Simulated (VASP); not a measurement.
Wanted: the native input for a VASP 6.6.1 run.

```
Task                   : single point
Functional             : r2SCAN
Potentials or basis    : VASP PAW PBE potentials, release 64 (Ir)
Cutoff                 : 520 eV
k mesh                 : 18 × 18 × 12
Occupations            : gaussian, width 0.15 eV
Spin                   : no spin polarisation
Dipole correction      : no
Further INCAR settings : ALGO = Normal; EDIFF = 1e-06; NBANDS = 16
```

Ir:

```xyz
2
Lattice="2.7514 0.1805 0.0000 -1.2194 2.2925 0.0000 0.0000 0.0000 4.4623" Properties=species:S:1:pos:R:3 pbc="T T T"
Ir    1.4278    0.8845    3.3467
Ir    0.1042    1.5885    1.1156
```

This cell differs from its parent crystal: strain +0.1312 x Voigt [0, 0, 0, 0, 0, 1].

These files were run (other wordings do the same):

POSCAR

```
Ir
1.0
    2.7513778946      0.1804903899      0.0000000000
   -1.2193796845      2.2925179572      0.0000000000
    0.0000000000      0.0000000000      4.4622900000
Ir
2
Direct
    0.6666666667      0.3333333333      0.7500000000
    0.3333333333      0.6666666667      0.2500000000
```

INCAR.step1

```
SYSTEM = Ir
  ALGO = Normal
  EDIFF = 1E-4
  ENCUT = 520
  GGA = PE
  ISMEAR = 0
  LASPH = .TRUE.
  LCHARG = .FALSE.
  LREAL = .FALSE.
  LWAVE = .TRUE.
  NBANDS = 16
  NELM = 100
  PREC = Accurate
  SIGMA = 0.15
```

INCAR.step2

```
SYSTEM = Ir
  ALGO = Normal
  EDIFF = 1E-6
  ENCUT = 520
  ISIF = 2
  ISMEAR = 0
  ISTART = 1
  LASPH = .TRUE.
  LCHARG = .FALSE.
  LMIXTAU = .TRUE.
  LREAL = .FALSE.
  LWAVE = .FALSE.
  METAGGA = R2SCAN
  NBANDS = 16
  NELM = 100
  PREC = Accurate
  SIGMA = 0.15
```

KPOINTS

```
k-points
0
G
  18 18 12
  0 0 0
```

Potentials or basis: VASP PAW PBE potentials, release 64 (Ir).

Command:

```console
$ cat potpaw_PBE.64/Ir/POTCAR > POTCAR
$ cp INCAR.step1 INCAR
$ mpirun -np 1 vasp_std > vasp.out
$ cp INCAR.step2 INCAR
$ mpirun -np 1 vasp_std > vasp.out
```

Results of the run:

```yaml
Pressure: 0.0 GPa
Largest_force: 0.215 eV/Å
Band_gap_on_the_k_mesh: zero (bands 9 and 10 overlap by 3.59 eV)
```

Caveat: the cell differs from its parent crystal (strain +0.1312 x Voigt [0, 0, 0, 0, 0, 1]); the stress differs along the axes, from -7 to 9 GPa; the PAW data sets were made with another functional, which shifts forces and pressure a little; spin-orbit coupling is left out, which moves the levels of the heavy elements.

Wall time 9.9 min on 1 thread of Intel(R) Xeon(R) 6975P-C (Granite Rapids), on a shared host, peak memory 0.54 GiB.
